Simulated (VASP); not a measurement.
Write the native input for VASP 6.6.1 that does the following.

```yaml
Task: single point
Functional: PBE
Potentials_or_basis: VASP PAW PBE potentials, release 64 (C)
Cutoff: 520 eV
k_mesh: 12 × 12 × 2
Occupations: gaussian, width 0.05 eV
Spin: no spin polarisation
Dipole_correction: no
Further_INCAR_settings: ALGO = Normal; EDIFF = 1e-07; NBANDS = 36
```

The structure of C lies in POSCAR:

```
C
1.0
    2.6970000000      0.0000000000      0.0000000000
   -1.3485000000      2.3356705140      0.0000000000
    0.0000000000      0.0000000000     12.5845000000
C
12
Direct
    0.0000000000      0.0000000000      0.1868593266
    0.0000000000      0.0000000000      0.6868593266
    0.0000000000      0.0000000000      0.3131406734
    0.0000000000      0.0000000000      0.8131406734
    0.3333333333      0.6666666667      0.5207665411
    0.6666666667      0.3333333333      0.0207665411
    0.3333333333      0.6666666667      0.9792334589
    0.6666666667      0.3333333333      0.4792334589
    0.3333333333      0.6666666667      0.6450950823
    0.6666666667      0.3333333333      0.1450950823
    0.3333333333      0.6666666667      0.8549049177
    0.6666666667      0.3333333333      0.3549049177
```

One way to write it, as run:

INCAR

```
SYSTEM = C
ALGO = Normal
EDIFF = 1E-7
ENCUT = 520
GGA = PE
ISIF = 2
ISMEAR = 0
LASPH = .True.
LCHARG = .False.
LREAL = .False.
LWAVE = .False.
NBANDS = 36
NELM = 60
PREC = Accurate
SIGMA = 0.05
```

KPOINTS

```
k-points
0
Gamma
  12 12 2
  0 0 0
```

Potentials or basis: VASP PAW PBE potentials, release 64 (C).

The run is started by

```console
$ cat potpaw_PBE.64/C/POTCAR > POTCAR
$ mpirun -np 1 vasp_std > vasp.out
```

It gave:

| Quantity | Value |
| --- | --- |
| Pressure | -46.8 GPa |
| Largest force | 0.175 eV/Å |
| Band gap on the k mesh | 3.58 eV, indirect (least direct gap 4.45 eV) |

Wall time 100 s on 1 thread of Intel Xeon 6975P-C (shared host), peak memory 0.21 GiB.
